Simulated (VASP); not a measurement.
A run of VASP 6.6.1 is set up as follows.

File INCAR:

```
PREC     = Accurate       # precision mode
ENCUT    = 600            # plane-wave cutoff, eV
EDIFF    = 1E-6           # SCF threshold, eV
ISMEAR   = 0              # smearing method
SIGMA    = 0.1            # smearing width, eV
LREAL    = False          # projectors in reciprocal space
LASPH    = True           # aspherical terms in the spheres
NELM     = 80             # most SCF steps
ALGO     = Fast           # electronic algorithm
ISIF     = 3              # what is computed and relaxed
LWAVE    = False          # write WAVECAR
LCHARG   = False          # write CHGCAR
GGA      = PE             # functional
IBRION   = 2              # ionic algorithm
NSW      = 90             # ionic steps
EDIFFG   = -0.04          # ionic threshold
```

File KPOINTS:

```
Automatic mesh
0
Gamma
  6 6 6
```

File POSCAR:

```
Nb2B
1.0
    4.3876646017      0.0000000000      0.0000000000
   -2.1938323009      3.7998290084      0.0000000000
    0.0000000000      0.0000000000      2.6944107212
Nb B
2 1
Direct
    0.3333333333      0.6666666667      0.5000000000
    0.6666666667      0.3333333333      0.5000000000
    0.0000000000      0.0000000000      0.0000000000
```

Potentials or basis: VASP PAW PBE potentials, release 64 (Nb_sv, B).

Launch:

```bash
$ cat potpaw_PBE.64/Nb_sv/POTCAR potpaw_PBE.64/B/POTCAR > POTCAR
$ mpirun -np 1 vasp_std > vasp.out
```

Task: What does it give for the relaxed cell?

Result: a = 4.394 Å, b = 4.394 Å, c = 2.671 Å, α = 90.00°, β = 90.00°, γ = 120.00°.

Task: What does it give for the space group after relaxing (to 0.05 Å)?

Result: P6/mmm (No. 191).

Task: Predict the relaxed volume.

Result: 14.89 Å³/atom.

Final structure:
```
Nb B
1.0
     4.39426    0.00000    0.00000
    -2.19713    3.80554    0.00000
     0.00000    0.00000    2.67125
Nb B
2 1
Direct
  0.33333 0.66667 0.50000
  0.66667 0.33333 0.50000
  0.00000 0.00000 0.00000
```

Caveat: the k points lie up to 0.39 Å⁻¹ apart in the final cell.
